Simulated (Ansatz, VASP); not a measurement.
# BAs: VASP beside Ansatz

```xyz
2
Lattice="0.0000 2.4875 2.4875 2.4875 0.0000 2.4875 2.4875 2.4875 0.0000" Properties=species:S:1:pos:R:3 pbc="T T T"
B     0.0000    0.0000    0.0000
As    1.2438    1.2438    1.2438
```

Change from the starting cell: hydrostatic strain +4.0%.

Alike in both runs: task single point; functional r2SCAN; k mesh 10 × 10 × 10; occupations fermi-dirac, width 0.02 eV; non-collinear spin, spin-orbit coupling.

```csv
,VASP,Ansatz
version,VASP 6.6.1,Ansatz 0.2.0
potentials or method,"VASP PAW PBE potentials, release 64 (B, As)","plane waves, PAW"
plane-wave cutoff (eV),520,500
valence electrons in the cell,8,18
```

|  | VASP | Ansatz | Ansatz less VASP |
| --- | --- | --- | --- |
| pressure (GPa) | -12.9 | -13.0 | -0.06 |
| net moment per atom (μB) | 0.00 | 0.00 | 0.000 |

VASP's potentials were made for PBE, not for r2SCAN. The functional is the same, so the differences come from potentials, cutoffs and numerics. VASP's potentials hold 8 valence electrons a cell and Ansatz's 18, so a difference there can come from the potentials and not from the codes.
